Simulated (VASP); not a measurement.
# AgBr (Fm-3m) in VASP: further runs

The runs below take AgBr through single point, with LDA.

Program: VASP 6.6.1. These are calculated values, not measurements. Logs are shortened: lines on timing, memory, paths and dates and some standing lists are left out, and cuts for length are marked.

### Step 1. The cell of the first run

It takes space group Fm-3m (No. 225, cubic). Conventional cell: a = 5.694 Å, b = 5.694 Å, c = 5.694 Å, α = 90.00°, β = 90.00°, γ = 90.00°. Ag (site symmetry m-3m) has 6 Br at 2.85 Å within 3.8 Å. Within 3.8 Å of Br (site symmetry m-3m) lie 6 Ag at 2.85 Å.

### Step 2. Single point, LDA (volume scaled by 0.96)

File INCAR:

```
SYSTEM = AgBr
PREC = Accurate
ENCUT = 500
EDIFF = 1E-6
ISMEAR = -1
SIGMA = 0.03
LREAL = .FALSE.
LASPH = .TRUE.
NELM = 120
ALGO = Normal
ISIF = 2
LWAVE = .FALSE.
LCHARG = .FALSE.
GGA = CA
NBANDS = 16
GGA_COMPAT = .FALSE.
```

File KPOINTS:

```
Automatic mesh
0
G
  7 7 7
  0 0 0
```

File POSCAR:

```
AgBr
1.0
    0.0000000000      2.8470445428      2.8470445428
    2.8470445428      0.0000000000      2.8470445428
    2.8470445428      2.8470445428      0.0000000000
Ag Br
1 1
Direct
    0.5000000000      0.5000000000      0.5000000000
    0.0000000000      0.0000000000      0.0000000000
```

Potentials or basis: VASP PAW LDA potentials, release 64 (Ag, Br).

The run is started by

```console
> cat potpaw_LDA.64/Ag/POTCAR potpaw_LDA.64/Br/POTCAR > POTCAR
> mpirun -np 1 vasp_std > vasp.out
```

OUTCAR:

```text
SYSTEM = AgBr
   PREC = Accurate
   ENCUT = 500
   EDIFF = 1E-6
   ISMEAR = -1
   LREAL = .FALSE.
   LASPH = .TRUE.
   NELM = 120
   ISIF = 2
   GGA = CA

 ion  position               nearest neighbor table
   1  0.500  0.500  0.500-   2 2.85   2 2.85   2 2.85   2 2.85   2 2.85   2 2.85
   2  0.000  0.000  0.000-   1 2.85   1 2.85   1 2.85   1 2.85   1 2.85   1 2.85

  LATTYP: Found a face centered cubic cell.
 ALAT       =     5.6940890856

  Lattice vectors:

 A1 = (   0.0000000000,   2.8470445428,   2.8470445428)
 A2 = (   2.8470445428,   0.0000000000,   2.8470445428)
 A3 = (   2.8470445428,   2.8470445428,   0.0000000000)

Analysis of symmetry for initial positions (statically):
=====================================================================
 Subroutine PRICEL returns:
 Original cell was already a primitive cell.

 Routine SETGRP: Setting up the symmetry group for a
 face centered cubic supercell.

 Subroutine GETGRP returns: Found 48 space group operations
 (whereof 48 operations were pure point group operations)
 out of a pool of 48 trial point group operations.

The static configuration has the point symmetry O_h .

Analysis of symmetry for dynamics (positions and initial velocities):
=====================================================================
 Subroutine PRICEL returns:
 Original cell was already a primitive cell.

 Routine SETGRP: Setting up the symmetry group for a
 face centered cubic supercell.

 Subroutine GETGRP returns: Found 48 space group operations
 (whereof 48 operations were pure point group operations)
 out of a pool of 48 trial point group operations.

The dynamic configuration has the point symmetry O_h .

 Subroutine INISYM returns: Found 48 space group operations
 (whereof 48 operations are pure point group operations),
 and found     1 'primitive' translations

----------------------------------------------------------------------------------------

                                     Primitive cell

  volume of cell :      46.1544

  direct lattice vectors                    reciprocal lattice vectors
     0.000000000  2.847044543  2.847044543    -0.175620716  0.175620716  0.175620716
     2.847044543  0.000000000  2.847044543     0.175620716 -0.175620716  0.175620716
     2.847044543  2.847044543  0.000000000     0.175620716  0.175620716 -0.175620716

  length of vectors
     4.026329005  4.026329005  4.026329005     0.304184002  0.304184002  0.304184002

  position of ions in fractional coordinates (direct lattice)
     0.500000000  0.500000000  0.500000000
     0.000000000  0.000000000  0.000000000

  ion indices of the primitive-cell ions
   primitive index   ion index
                 1           1
                 2           2

----------------------------------------------------------------------------------------

 KPOINTS: Automatic mesh

Automatic generation of k-mesh.
 Grid dimensions read from file:
 generate k-points for:    7    7    7

 Generating k-lattice:

  Cartesian coordinates                     Fractional coordinates (reciprocal lattice)
    -0.025088674  0.025088674  0.025088674     0.142857143  0.000000000  0.000000000
     0.025088674 -0.025088674  0.025088674     0.000000000  0.142857143  0.000000000
     0.025088674  0.025088674 -0.025088674     0.000000000  0.000000000  0.142857143

  Length of vectors
     0.043454857  0.043454857  0.043454857

  Shift w.r.t. Gamma in fractional coordinates (k-lattice)
     0.000000000  0.000000000  0.000000000

 Subroutine IBZKPT returns following result:
 ===========================================

 Found     20 irreducible k-points:

 Following reciprocal coordinates:
            Coordinates               Weight
  0.000000  0.000000  0.000000      1.000000
  0.142857  0.000000  0.000000      8.000000
  0.285714  0.000000  0.000000      8.000000
  0.428571  0.000000  0.000000      8.000000
  0.142857  0.142857  0.000000      6.000000
  0.285714  0.142857  0.000000     24.000000
[... 12 lines left out ...]
 -0.428571  0.428571  0.142857     24.000000
 -0.285714  0.428571  0.142857     24.000000
   k-points           NKPTS =     20   k-points in BZ     NKDIM =     20   number of bands    NBANDS=     16
   number of dos      NEDOS =    301   number of ions     NIONS =      2
   total plane-waves  NPLWV =  27000
   dimension x,y,z NGX =    30 NGY =   30 NGZ =   30
   dimension x,y,z NGXF=    60 NGYF=   60 NGZF=   60
   ions per type =               1   1
   NGX,Y,Z   is equivalent  to a cutoff of  12.39, 12.39, 12.39 a.u.
   NGXF,Y,Z  is equivalent  to a cutoff of  24.77, 24.77, 24.77 a.u.
 SYSTEM =  AgBr
   PREC   = accura    normal or accurate (medium, high low for compatibility)
   ISTART =      0    job   : 0-new  1-cont  2-samecut
   ICHARG =      2    charge: 1-file 2-atom 10-const
   ISPIN  =      1    spin polarized calculation?
   LNONCOLLINEAR =      F non collinear calculations
   LSORBIT =      F    spin-orbit coupling
   LASPH  =      T    aspherical Exc in radial PAW
   ENCUT  =  500.0 eV  36.75 Ry    6.06 a.u.   7.34  7.34  7.34*2*pi/ulx,y,z
   NELM   =    120;   NELMIN=  2; NELMDL= -5     # of ELM steps
   EDIFF  = 0.1E-05   stopping-criterion for ELM
   LREAL  =      F    real-space projection
   EDIFFG = 0.1E-04   stopping-criterion for IOM
   NSW    =      0    number of steps for IOM
   IBRION =     -1    ionic relax: 0-MD 1-quasi-New 2-CG
   NFREE  =      0    steps in history (QN), initial steepest desc. (CG)
   ISIF   =      2    stress and relaxation
   ISYM   =      2    0-nonsym 1-usesym 2-fastsym
   POTIM  = 0.5000    time-step for ionic-motion
   TEBEG  =    0.0;   TEEND  =   0.0 temperature during run
   PSTRESS=    0.0 pullay stress
   NELECT =      18.0000    total number of electrons
   NUPDOWN=      -1.0000    fix difference up-down
   EMIN   =  10.00;   EMAX   =-10.00  energy-range for DOS
   EFERMI =   0.00;   METHOD = LEGACY
   ISMEAR =    -1;   SIGMA  =   0.03  broadening in eV -4-tet -1-fermi 0-gaus
   EFERMI_NEDOS =   21; number of points for ismear=-14 and -15
   IALGO  =     38    algorithm
   IMIX   =      4    mixing-type and parameters
     AMIX     =   0.40;   BMIX     =  1.00
     AMIX_MAG =   1.60;   BMIX_MAG =  1.00
  volume/ion in A,a.u.               =      23.08       155.73
  Fermi-wavevector in a.u.,A,eV,Ry     =   1.196083  2.260270 19.464700  1.430615
  Thomas-Fermi vector in A             =   2.332032
   LORBIT       =      0    0 simple, 1 ext, 2 COOP (PROOUT), +10 PAW based schemes
   GGA     = CA    functional components
   LHFCALC =     F    Hartree Fock is set to
   AEXX    =    0.0000 exact exchange contribution
   IVDW    =     0    specifies the selected vdW correction
   LEPSILON=     F    determine dielectric tensor
   LRPA    =     F    only Hartree local field effects (RPA)
 non-spin polarized calculation
  energy-cutoff  :      500.00
  volume of cell :       46.15
 maximum number of plane-waves:      1211
 NGX is ok and might be reduce to    30
   NGX = 15   NGY = 15   NGZ = 15

 number of electron      17.9999999 magnetization

 Free energy of the ion-electron system (eV)
  ---------------------------------------------------
  ext. energy  EPLUGINS =         0.00000000
  ---------------------------------------------------
  free energy    TOTEN  =        -6.38589680 eV

  energy without entropy =       -6.38589141  energy(sigma->0) =       -6.38589411

 E-fermi :   4.0180     XC(G=0): -10.3929

 val. band max:        3.7238329406   @ k =   0.4286   0.0000   0.0000
 cond. band min:       4.2099234902   @ k =   0.0000   0.0000   0.0000
 fundamental gap:      0.4860905496
 Fermi energy:         4.0180390040

 k-point     1 :       0.0000    0.0000    0.0000
  band No.  band energies     occupation
      1     -11.4546      2.00000
      2       0.8274      2.00000
      3       0.8274      2.00000
      4       0.8276      2.00000
      5       0.8276      2.00000
      6       0.8276      2.00000
[... 8 lines left out ...]
     15      15.4235      0.00000
     16      15.4235      0.00000

 k-point     2 :       0.1429    0.0000    0.0000
  band No.  band energies     occupation
      1     -11.3693      2.00000
      2       0.3320      2.00000
      3       0.3439      2.00000
      4       0.3439      2.00000
      5       0.8879      2.00000
      6       0.8879      2.00000
[... 8 lines left out ...]
     15      14.6353      0.00000
     16      14.8729      0.00000

 k-point     3 :       0.2857    0.0000    0.0000
  band No.  band energies     occupation
      1     -11.1659      2.00000
      2      -0.8753      2.00000
      3      -0.2280      2.00000
      4      -0.2280      2.00000
      5       1.0281      2.00000
      6       1.0281      2.00000
[... 8 lines left out ...]
     15      15.3589      0.00000
     16      15.3589      0.00000

 k-point     4 :       0.4286    0.0000    0.0000
  band No.  band energies     occupation
      1     -10.9892      2.00000
      2      -1.6564      2.00000
      3      -0.5439      2.00000
      4      -0.5439      2.00000
      5       1.1456      2.00000
      6       1.1456      2.00000
[... 8 lines left out ...]
     15      16.6300      0.00000
     16      16.6300      0.00000
[... 248 lines left out ...]
 k-point    18 :      -0.4286    0.2857    0.1429
  band No.  band energies     occupation
      1     -10.9393      2.00000
      2      -1.1908      2.00000
      3      -0.4882      2.00000
      4      -0.3117      2.00000
      5       1.0816      2.00000
      6       1.1790      2.00000
[... 8 lines left out ...]
     15      16.7478      0.00000
     16      18.2408      0.00000

 k-point    19 :      -0.4286    0.4286    0.1429
  band No.  band energies     occupation
      1     -10.9264      2.00000
      2      -0.7983      2.00000
      3      -0.2552      2.00000
      4       0.0075      2.00000
      5       1.1092      2.00000
      6       1.2133      2.00000
[... 8 lines left out ...]
     15      17.5631      0.00000
     16      19.0057      0.00000

 k-point    20 :      -0.2857    0.4286    0.1429
  band No.  band energies     occupation
      1     -10.9021      2.00000
      2      -0.7518      2.00000
      3      -0.4550      2.00000
      4      -0.3222      2.00000
      5       1.1263      2.00000
      6       1.2262      2.00000
[... 8 lines left out ...]
     15      16.4931      0.00000
     16      19.0981      0.00000

------------------------ aborting loop because EDIFF is reached ----------------------------------------

  FORCE on cell =-STRESS in cart. coord.  units (eV):
  Direction    XX          YY          ZZ          XY          YZ          ZX
  --------------------------------------------------------------------------------------
  -------------------------------------------------------------------------------------
  Total       -0.8891633     -0.8891633     -0.8891633      0.0000000      0.0000000     -0.0000000
  in kB      -30.8659290    -30.8659290    -30.8659290      0.0000000      0.0000000     -0.0000000
  external PRESSURE =     -30.8659290 kB  Pullay stress =       0.0000000 kB

 VOLUME and BASIS-vectors are now :
 -----------------------------------------------------------------------------
  energy-cutoff  :      500.00
  volume of cell :       46.15
      direct lattice vectors                 reciprocal lattice vectors
     0.000000000  2.847044543  2.847044543    -0.175620716  0.175620716  0.175620716
     2.847044543  0.000000000  2.847044543     0.175620716 -0.175620716  0.175620716
     2.847044543  2.847044543  0.000000000     0.175620716  0.175620716 -0.175620716

 POSITION                                       TOTAL-FORCE (eV/Angst)
 -----------------------------------------------------------------------------------
      2.84704      2.84704      2.84704         0.000000      0.000000     -0.000000
      0.00000      0.00000      0.00000        -0.000000     -0.000000      0.000000
 -----------------------------------------------------------------------------------
    total drift:                                0.000000      0.000000      0.000000

  FREE ENERGIE OF THE ION-ELECTRON SYSTEM (eV)
  ---------------------------------------------------
  free  energy   TOTEN  =        -6.3858968042 eV

  energy  without entropy=       -6.3858914124  energy(sigma->0) =       -6.38589411
```

Wall time 8.8 s (1 thread of AMD EPYC 9R45 (Zen 5), shared host); peak memory 0.12 GiB.

What came out:

| Property | Result |
| --- | --- |
| Free energy | -6.3859 eV |
| Pressure | -3.1 GPa |
| Band gap on the k mesh | 0.49 eV, indirect (least direct gap 2.43 eV) |

 A k mesh can miss the band edges.

### Step 3. Single point, LDA (volume scaled by 0.98)

File INCAR:

```
ALGO = Normal
EDIFF = 1E-6
ENCUT = 500
GGA_COMPAT = False
ISIF = 2
ISMEAR = -1
LASPH = True
LCHARG = False
LREAL = False
LWAVE = False
NBANDS = 16
NELM = 120
PREC = Accurate
SIGMA = 0.03
```

File KPOINTS:

```
k-points
0
Gamma
  7 7 7
```

File POSCAR:

```
AgBr
1.0
    0.0000000000      2.8666799533      2.8666799533
    2.8666799533      0.0000000000      2.8666799533
    2.8666799533      2.8666799533      0.0000000000
Ag Br
1 1
Direct
    0.5000000000      0.5000000000      0.5000000000
    0.0000000000      0.0000000000      0.0000000000
```

Potentials or basis: VASP PAW LDA potentials, release 64 (Ag, Br).

The run is started by

```console
> cat potpaw_LDA.64/Ag/POTCAR potpaw_LDA.64/Br/POTCAR > POTCAR
> mpirun -np 1 vasp_std > vasp.out
```

Run time: 8.4 s. Hardware: 1 thread of AMD EPYC 9R45 (Zen 5), shared host; peak memory 0.12 GiB.

Results (log left out):

```yaml
Free_energy: -6.3647 eV
Pressure: -4.0 GPa
Band_gap_on_the_k_mesh: 0.48 eV, indirect (least direct gap 2.35 eV)
```

Levels at points of the mesh, in eV from the valence-band top:
```tsv
k point	band 5	band 6	band 7	band 8	band 9	band 10	band 11	band 12	band 13	band 14
(0.00, 0.00, 0.00)	-2.81	-2.81	-1.87	-1.87	-1.87	0.48	9.91	9.91	9.91	10.95
```

### Step 4. Single point, LDA (volume scaled by 1.02)

File INCAR:

```
SYSTEM = AgBr
PREC     = Accurate       ! precision mode
ENCUT    = 500            ! plane-wave cutoff, eV
EDIFF    = 1E-6           ! SCF threshold, eV
ISMEAR   = -1             ! smearing method
SIGMA    = 0.03           ! smearing width, eV
LREAL    = .False.        ! projectors in reciprocal space
LASPH    = .True.         ! aspherical terms in the spheres
NELM     = 120            ! most SCF steps
ALGO     = Normal         ! electronic algorithm
ISIF     = 2              ! what is computed and relaxed
LWAVE    = .False.        ! write WAVECAR
LCHARG   = .False.        ! write CHGCAR
GGA      = CA             ! functional
NBANDS   = 16             ! bands
GGA_COMPAT= .False.
```

File KPOINTS:

```
regular mesh
0
Gamma
  7 7 7
  0 0 0
```

File POSCAR:

```
AgBr
1.0
    0.0000000000      2.9051634709      2.9051634709
    2.9051634709      0.0000000000      2.9051634709
    2.9051634709      2.9051634709      0.0000000000
Ag Br
1 1
Direct
    0.5000000000      0.5000000000      0.5000000000
    0.0000000000      0.0000000000      0.0000000000
```

The run is started by

```console
> cat potpaw_LDA.64/Ag/POTCAR potpaw_LDA.64/Br/POTCAR > POTCAR
> mpirun -np 1 vasp_std > vasp.out
```

Run time: 8.6 s. Hardware: 1 thread of AMD EPYC 9R45 (Zen 5), shared host; peak memory 0.12 GiB.

Results (log left out):

- Free energy: -6.3079 eV
- Pressure: -5.4 GPa
- Band gap on the k mesh: 0.49 eV, indirect (least direct gap 2.22 eV)

Levels at points of the mesh, in eV from the valence-band top:
```tsv
k point	band 7	band 8	band 9	band 10	band 11	band 12
(0.00, 0.00, 0.00)	-1.73	-1.73	-1.73	0.49	9.90	9.90
```

 A k mesh can miss the band edges.

### Step 5. Single point, LDA (volume scaled by 1.04)

File INCAR:

```
SYSTEM = AgBr
PREC = Accurate
ENCUT = 500
EDIFF = 1E-6
ISMEAR = -1
SIGMA = 0.03
LREAL = .FALSE.
LASPH = .TRUE.
NELM = 120
ALGO = Normal
ISIF = 2
LWAVE = .FALSE.
LCHARG = .FALSE.
GGA = CA
NBANDS = 16
GGA_COMPAT = .FALSE.
```

File KPOINTS:

```
Automatic mesh
0
G
  7 7 7
  0 0 0
```

File POSCAR:

```
AgBr
1.0
    0.0000000000      2.9240286974      2.9240286974
    2.9240286974      0.0000000000      2.9240286974
    2.9240286974      2.9240286974      0.0000000000
Ag Br
1 1
Direct
    0.5000000000      0.5000000000      0.5000000000
    0.0000000000      0.0000000000      0.0000000000
```

The run is started by

```console
> cat potpaw_LDA.64/Ag/POTCAR potpaw_LDA.64/Br/POTCAR > POTCAR
> mpirun -np 1 vasp_std > vasp.out
```

Run time: 8.8 s. Hardware: 1 thread of AMD EPYC 9R45 (Zen 5), shared host; peak memory 0.12 GiB.

The run converged. Its results:

```yaml
Free_energy: -6.2736 eV
Pressure: -6.0 GPa
Band_gap_on_the_k_mesh: 0.49 eV, indirect (least direct gap 2.16 eV)
```

Levels at points of the mesh, in eV from the valence-band top:
```tsv
k point	band 5	band 6	band 7	band 8	band 9	band 10	band 11	band 12	band 13	band 14
(0.00, 0.00, 0.00)	-2.57	-2.57	-1.67	-1.67	-1.67	0.49	9.90	9.90	9.90	11.05
```

 A k mesh can miss the band edges.

### Step 6. Summary

```csv
cell,gap on the mesh (eV),pressure (GPa)
"a = 4.026 Å, angles 60.0°, 2 atoms",0.49,-3.1
"a = 4.054 Å, angles 60.0°, 2 atoms",0.48,-4.0
"a = 4.109 Å, angles 60.0°, 2 atoms",0.49,-5.4
"a = 4.135 Å, angles 60.0°, 2 atoms",0.49,-6.0
```

Alike in all rows: task single point; level LDA; potentials or basis VASP PAW LDA potentials, release 64 (Ag, Br); no spin polarisation; k mesh 7 × 7 × 7; cutoff (eV) 500; smearing fermi-dirac 0.03 eV.

Total energies depend on the potentials used, so only differences within one code and one set of settings carry meaning.
